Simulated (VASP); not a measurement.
# BeZn3Se4 (I-42m) in VASP: further runs

The runs below take BeZn3Se4 through relaxation of shape and atoms at fixed volume, relaxation of cell and atoms, with PBE.

Everything below comes from runs of VASP 6.6.1. Logs are shortened: lines on timing, memory, paths and dates and some standing lists are left out, and cuts for length are marked.

**1. The cell of the first run**

It takes space group I-42m (No. 121, tetragonal). The conventional cell has a = 5.362 Å, b = 5.362 Å, c = 10.683 Å, α = 90.00°, β = 90.00°, γ = 90.00°. Be (site symmetry -42m) has 4 Se at 2.16 Å within 2.9 Å. Zn (site symmetry -4) has 4 Se at 2.37 Å within 3.1 Å. Within 3.2 Å of Zn (site symmetry -42m) lie 4 Se at 2.39 Å. Se (site symmetry m) has 1 Be at 2.16 Å and 3 Zn at 2.37 to 2.39 Å within 2.9 Å.

**2. Relaxation of shape and atoms at fixed volume, PBE (19.20 Å³/atom)**

The input, INCAR:

```
SYSTEM = BeZn3Se4
  PREC = Accurate
  ENCUT = 600
  EDIFF = 1E-6
  ISMEAR = 0
  SIGMA = 0.02
  LREAL = .FALSE.
  LASPH = .TRUE.
  NELM = 100
  ALGO = Normal
  ISIF = 4
  LWAVE = .FALSE.
  LCHARG = .FALSE.
  GGA = PE
  IBRION = 2
  NSW = 50
  EDIFFG = -0.01
```

The input, KPOINTS:

```
Automatic mesh
0
G
  8 8 8
  0 0 0
```

The input, POSCAR:

```
BeZn3Se4
1.0
   -2.6810606921      2.6810606921      5.3414859625
    2.6810606921     -2.6810606921      5.3414859625
    2.6810606921      2.6810606921     -5.3414859625
Be Zn Se
1 3 4
Direct
    0.0000000000      0.0000000000      0.0000000000
    0.7500000000      0.2500000000      0.5000000000
    0.5000000000      0.5000000000      0.0000000000
    0.2500000000      0.7500000000      0.5000000000
    0.8853866727      0.3499035868      0.0000000000
    0.6500964132      0.6500964132      0.5354830859
    0.3499035868      0.8853866727      0.0000000000
    0.1146133273      0.1146133273      0.4645169141
```

Potentials or basis: VASP PAW PBE potentials, release 64 (Be, Zn, Se).

On the command line:

```bash
$ cat potpaw_PBE.64/Be/POTCAR potpaw_PBE.64/Zn/POTCAR potpaw_PBE.64/Se/POTCAR > POTCAR
$ mpirun -np 1 vasp_std > vasp.out
```

OUTCAR:

```text
SYSTEM = BeZn3Se4
   PREC = Accurate
   ENCUT = 600
   EDIFF = 1E-6
   ISMEAR = 0
   LREAL = .FALSE.
   LASPH = .TRUE.
   NELM = 100
   ISIF = 4
   GGA = PE
   IBRION = 2
   NSW = 50
   EDIFFG = -0.01

 ion  position               nearest neighbor table
   1  0.000  0.000  0.000-   5 2.16   6 2.16   7 2.16   8 2.16
   2  0.750  0.250  0.500-   8 2.37   7 2.37   5 2.37   6 2.37
   3  0.500  0.500  0.000-   6 2.39   8 2.39   7 2.39   5 2.39
   4  0.250  0.750  0.500-   8 2.37   5 2.37   7 2.37   6 2.37
   5  0.885  0.350  0.000-   1 2.16   4 2.37   2 2.37   3 2.39
   6  0.650  0.650  0.535-   1 2.16   2 2.37   4 2.37   3 2.39
   7  0.350  0.885  0.000-   1 2.16   2 2.37   4 2.37   3 2.39
   8  0.115  0.115  0.465-   1 2.16   2 2.37   4 2.37   3 2.39

  LATTYP: Found a body centered tetragonal cell.
 ALAT       =     5.3621213842
 C/A-ratio  =     1.9923032620

  Lattice vectors:

 A1 = (  -2.6810606921,   2.6810606921,   5.3414859625)
 A2 = (   2.6810606921,  -2.6810606921,   5.3414859625)
 A3 = (   2.6810606921,   2.6810606921,  -5.3414859625)

Analysis of symmetry for initial positions (statically):
=====================================================================
 Subroutine PRICEL returns:
 Original cell was already a primitive cell.

 Routine SETGRP: Setting up the symmetry group for a
 body centered tetragonal supercell.

 Subroutine GETGRP returns: Found  8 space group operations
 (whereof  8 operations were pure point group operations)
 out of a pool of 16 trial point group operations.

The static configuration has the point symmetry D_2d.

Analysis of symmetry for dynamics (positions and initial velocities):
=====================================================================
 Subroutine PRICEL returns:
 Original cell was already a primitive cell.

 Routine SETGRP: Setting up the symmetry group for a
 body centered tetragonal supercell.

 Subroutine GETGRP returns: Found  8 space group operations
 (whereof  8 operations were pure point group operations)
 out of a pool of 16 trial point group operations.

The dynamic configuration has the point symmetry D_2d.

 Subroutine INISYM returns: Found  8 space group operations
 (whereof  8 operations are pure point group operations),
 and found     1 'primitive' translations

[... 112 lines left out ...]
   ISIF   =      4    stress and relaxation
   ISYM   =      2    0-nonsym 1-usesym 2-fastsym
   POTIM  = 0.5000    time-step for ionic-motion
   TEBEG  =    0.0;   TEEND  =   0.0 temperature during run
   PSTRESS=    0.0 pullay stress
   NELECT =      62.0000    total number of electrons
   NUPDOWN=      -1.0000    fix difference up-down
   EMIN   =  10.00;   EMAX   =-10.00  energy-range for DOS
   EFERMI =   0.00;   METHOD = LEGACY
   ISMEAR =     0;   SIGMA  =   0.02  broadening in eV -4-tet -1-fermi 0-gaus
   EFERMI_NEDOS =   21; number of points for ismear=-14 and -15
   IALGO  =     38    algorithm
   IMIX   =      4    mixing-type and parameters
     AMIX     =   0.40;   BMIX     =  1.00
     AMIX_MAG =   1.60;   BMIX_MAG =  1.00
  volume/ion in A,a.u.               =      19.20       129.55
  Fermi-wavevector in a.u.,A,eV,Ry     =   1.209930  2.286436 19.917987  1.463931
  Thomas-Fermi vector in A             =   2.345492
   LORBIT       =      0    0 simple, 1 ext, 2 COOP (PROOUT), +10 PAW based schemes
   GGA     = PE    functional components
   LHFCALC =     F    Hartree Fock is set to
   AEXX    =    0.0000 exact exchange contribution
   IVDW    =     0    specifies the selected vdW correction
   LEPSILON=     F    determine dielectric tensor
   LRPA    =     F    only Hartree local field effects (RPA)
 conjugate gradient relaxation of ions
 non-spin polarized calculation
 Gauss-broadening in eV      SIGMA  =   0.02
  energy-cutoff  :      600.00
  volume of cell :      153.58
 maximum number of plane-waves:      5186
 NGX is ok and might be reduce to    54
   NGX = 27   NGY = 27   NGZ = 27

--------------------------------------- Ionic step        1  -------------------------------------------

 number of electron      62.0000014 magnetization

 Free energy of the ion-electron system (eV)
  ---------------------------------------------------
  ext. energy  EPLUGINS =         0.00000000
  ---------------------------------------------------
  free energy    TOTEN  =       -26.22738963 eV

  energy without entropy =      -26.22738963  energy(sigma->0) =      -26.22738963

------------------------ aborting loop because EDIFF is reached ----------------------------------------

  FORCE on cell =-STRESS in cart. coord.  units (eV):
  Direction    XX          YY          ZZ          XY          YZ          ZX
  --------------------------------------------------------------------------------------
  -------------------------------------------------------------------------------------
  Total       10.2436862     10.2436862     10.2198122      0.0000000      0.0000000      0.0000000
  in kB      106.8640120    106.8640120    106.6149543      0.0000000      0.0000000      0.0000000
  external PRESSURE =     106.7809928 kB  Pullay stress =       0.0000000 kB
[... 71 lines left out ...]
--------------------------------------- Ionic step        3  -------------------------------------------

 number of electron      62.0000015 magnetization

 Free energy of the ion-electron system (eV)
  ---------------------------------------------------
  ext. energy  EPLUGINS =         0.00000000
  ---------------------------------------------------
  free energy    TOTEN  =       -26.22786759 eV

  energy without entropy =      -26.22786759  energy(sigma->0) =      -26.22786759

 E-fermi :   3.0293     XC(G=0):  -9.8378

 val. band max:        2.9240171784   @ k =   0.0000   0.0000   0.0000
 cond. band min:       5.2665539299   @ k =   0.0000   0.0000   0.0000
 fundamental gap:      2.3425367515
 Fermi energy:         3.0293427979

 k-point     1 :       0.0000    0.0000    0.0000
  band No.  band energies     occupation
      1     -11.1520      2.00000
      2      -9.6351      2.00000
      3      -9.6143      2.00000
      4      -9.6143      2.00000
      5      -3.9883      2.00000
      6      -3.9773      2.00000
[... 949 lines left out ...]
     36       8.2853      0.00000
     37       8.3094      0.00000

 [... further k-points ...]

------------------------ aborting loop because EDIFF is reached ----------------------------------------

  FORCE on cell =-STRESS in cart. coord.  units (eV):
  Direction    XX          YY          ZZ          XY          YZ          ZX
  --------------------------------------------------------------------------------------
  -------------------------------------------------------------------------------------
  Total       10.1977696     10.1977696     10.1727627      0.0000000     -0.0000000      0.0000000
  in kB      106.3850016    106.3850016    106.1241248      0.0000000     -0.0000000      0.0000000
  external PRESSURE =     106.2980427 kB  Pullay stress =       0.0000000 kB
[... 23 lines left out ...]
  FREE ENERGIE OF THE ION-ELECTRON SYSTEM (eV)
  ---------------------------------------------------
  free  energy   TOTEN  =       -26.2278675918 eV

  energy  without entropy=      -26.2278675918  energy(sigma->0) =      -26.22786759

 reached required accuracy - stopping structural energy minimisation
```

Run time: 21 min. Hardware: 1 thread of Oxide Virtual Turin-like, shared host; peak memory 0.63 GiB.

What came out:

| Quantity | Value |
| --- | --- |
| Free energy | -26.2279 eV |
| Energy gained by relaxing | 0.1 meV/atom |
| Ionic steps | 3 |
| Pressure after relaxing | 10.6 GPa |
| Largest force after relaxing | 0.005 eV/Å |
| Band gap on the k mesh | 2.34 eV |

Forces in eV/Å, atoms in the order of the input:
```
Be   0.000  0.000  0.000
Zn   0.000  0.000  0.000
Zn   0.000  0.000  0.000
Zn   0.000  0.000  0.000
Se  -0.002  0.002  0.004
Se   0.002  0.002 -0.004
Se   0.002 -0.002  0.004
Se  -0.002 -0.002 -0.004
```

The path:
| step | energy change (eV) | largest force (eV/Å) | pressure (GPa) | volume (Å³) |
| --- | --- | --- | --- | --- |
| 1 | 0.0000 | 0.0577 | 10.68 | 153.58 |
| 2 | -0.0004 | 0.0191 | 10.67 | 153.58 |
| 3 | -0.0005 | 0.0050 | 10.63 | 153.58 |

Final structure:
```
CELL_PARAMETERS angstrom
-2.68125 2.68125 5.34072
2.68125 -2.68125 5.34072
2.68125 2.68125 -5.34072
ATOMIC_POSITIONS crystal
Be 0.00000 0.00000 0.00000
Zn 0.75000 0.25000 0.50000
Zn 0.50000 0.50000 0.00000
Zn 0.25000 0.75000 0.50000
Se 0.88560 0.34923 0.00000
Se 0.65077 0.65077 0.53637
Se 0.34923 0.88560 0.00000
Se 0.11440 0.11440 0.46363
```

A k mesh can miss the band edges.

**3. Relaxation of cell and atoms, PBE**

This run uses another cell than the first one, of 21.77 Å³/atom.

The input, INCAR:

```
SYSTEM = BeZn3Se4
PREC = Accurate ; ENCUT = 600
EDIFF = 1E-7 ; ISMEAR = 0
SIGMA = 0.02 ; LREAL = .FALSE.
LASPH = .TRUE. ; NELM = 80
ALGO = Normal ; ISIF = 3
LWAVE = .FALSE. ; LCHARG = .FALSE.
GGA = PE ; IBRION = 2
NSW = 100 ; EDIFFG = -0.01
```

KPOINTS is that of step 2.

The input, POSCAR:

```
BeZn3Se4
1.0
   -2.7937823871      2.7937823871      5.5792229214
    2.7937823871     -2.7937823871      5.5792229214
    2.7937823871      2.7937823871     -5.5792229214
Be Zn Se
1 3 4
Direct
    0.0000000000      0.0000000000      0.0000000000
    0.7500000000      0.2500000000      0.5000000000
    0.5000000000      0.5000000000      0.0000000000
    0.2500000000      0.7500000000      0.5000000000
    0.8851763235      0.3512486186      0.0000000000
    0.6487513814      0.6487513814      0.5339277049
    0.3512486186      0.8851763235      0.0000000000
    0.1148236765      0.1148236765      0.4660722951
```

Potentials or basis: VASP PAW PBE potentials, release 64 (Be, Zn, Se).

On the command line:

```bash
$ cat potpaw_PBE.64/Be/POTCAR potpaw_PBE.64/Zn/POTCAR potpaw_PBE.64/Se/POTCAR > POTCAR
$ mpirun -np 1 vasp_std > vasp.out
```

It took 32 min on 1 thread of Oxide Virtual Turin-like, shared host; peak memory 0.71 GiB.

Results (log left out):

```yaml
Free_energy: -26.8670 eV
Relaxed_volume: 21.90 Å³/atom
Relaxed_cell: a = 6.848 Å, b = 6.848 Å, c = 6.848 Å, α = 131.73°, β = 131.73°, γ = 70.65°
Space_group_after_relaxing_to_0.1_Å: I-42m (No. 121)
Energy_gained_by_relaxing: 0.2 meV/atom
Ionic_steps: 5
Pressure_after_relaxing: 0.0 GPa
Largest_force_after_relaxing: 0.009 eV/Å
Band_gap_on_the_k_mesh: 1.73 eV
```

Forces in eV/Å, atoms in the order of the input:
```
Be   0.000  0.000  0.000
Zn   0.000  0.000  0.000
Zn   0.000  0.000  0.000
Zn   0.000  0.000  0.000
Se  -0.004  0.004 -0.007
Se   0.004  0.004  0.007
Se   0.004 -0.004 -0.007
Se  -0.004 -0.004  0.007
```

Step by step:
```
step  energy change (eV)  largest force (eV/Å)  pressure (GPa)  volume (Å³)
   1              0.0000                0.0423            0.34       174.19
   2             -0.0012                0.0167           -0.08       175.35
   3             -0.0012                0.0200           -0.02       175.20
   4             -0.0012                0.0195           -0.03       175.22
   5             -0.0013                0.0089           -0.02       175.18
```

Final structure:
```
Be Zn Se
1.0
    -2.79978    2.79978    5.58682
     2.79978   -2.79978    5.58682
     2.79978    2.79978   -5.58682
Be Zn Se
1 3 4
Direct
  0.00000 0.00000 0.00000
  0.75000 0.25000 0.50000
  0.50000 0.50000 0.00000
  0.25000 0.75000 0.50000
  0.88514 0.35085 0.00000
  0.64915 0.64915 0.53429
  0.35085 0.88514 0.00000
  0.11486 0.11486 0.46571
```

Levels at points of the mesh, in eV from the valence-band top:
```tsv
k point	band 29	band 30	band 31	band 32	band 33	band 34
(0.00, 0.00, 0.00)	-0.06	0.00	0.00	1.73	2.95	3.37
(0.50, 0.00, 0.00)	-1.53	-0.97	-0.78	3.91	4.34	4.78
(0.50, 0.50, 0.00)	-0.82	-0.71	-0.56	2.60	2.73	4.35
(0.50, 0.50, 0.50)	-1.37	-1.09	-1.09	3.03	3.03	3.22
```

A k mesh can miss the band edges.
